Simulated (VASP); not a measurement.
Wanted: the native input for a VASP 6.6.1 run.

* Task: single point
* Functional: RPBE
* Potentials or basis: VASP PAW PBE potentials, release 64 (Ge_d)
* Cutoff: 520 eV
* k mesh: 1 × 1 × 22
* Occupations: gaussian, width 0.05 eV
* Spin: no spin polarisation
* Dipole correction: no
* Further INCAR settings: ALGO = Normal; EDIFF = 1e-07; NBANDS = 51

The structure of Ge lies in POSCAR:

```
Ge
1.0
   17.2000000000      0.0000000000      0.0000000000
    0.0000000000     10.0000000000      0.0000000000
    0.0000000000      0.0000000000      4.0295335957
Ge
6
Direct
    0.3285291222      0.4639320463      0.0000000000
    0.5344950978      0.4690398323      0.5000000000
    0.7395744136      0.4641441077      0.0000000000
    0.2604255864      0.5358558923      0.5000000000
    0.4655049022      0.5309601677      0.0000000000
    0.6714708778      0.5360679537      0.5000000000
```

The input as run:

INCAR

```
SYSTEM = Ge
ALGO     = Normal         ! electronic algorithm
EDIFF    = 1E-7           ! SCF threshold, eV
ENCUT    = 520            ! plane-wave cutoff, eV
GGA      = RP             ! functional
ISIF     = 2              ! what is computed and relaxed
ISMEAR   = 0              ! smearing method
LASPH    = .TRUE.         ! aspherical terms in the spheres
LCHARG   = .FALSE.        ! write CHGCAR
LREAL    = .FALSE.        ! projectors in reciprocal space
LWAVE    = .FALSE.        ! write WAVECAR
NBANDS   = 51             ! bands
NELM     = 80             ! most SCF steps
PREC     = Accurate       ! precision mode
SIGMA    = 0.05           ! smearing width, eV
```

KPOINTS

```
k-points
0
G
  1 1 22
  0 0 0
```

Potentials or basis: VASP PAW PBE potentials, release 64 (Ge_d).

Run with:

```sh
$ cat potpaw_PBE.64/Ge_d/POTCAR > POTCAR
$ mpirun -np 1 vasp_std > vasp.out
```

It gave:

The largest force is 0.162 eV/Å and the band gap on the k mesh is 0.06 eV.

Caveat: semilocal functionals underestimate gaps, and a narrow one can read as zero; the PAW data sets were made with another functional, which shifts forces and pressure a little.

Run time: 10 min on 1 thread of Intel(R) Xeon(R) Platinum 8375C CPU @ 2.90GHz (Ice Lake), with other jobs on the host, peak memory 0.78 GiB.
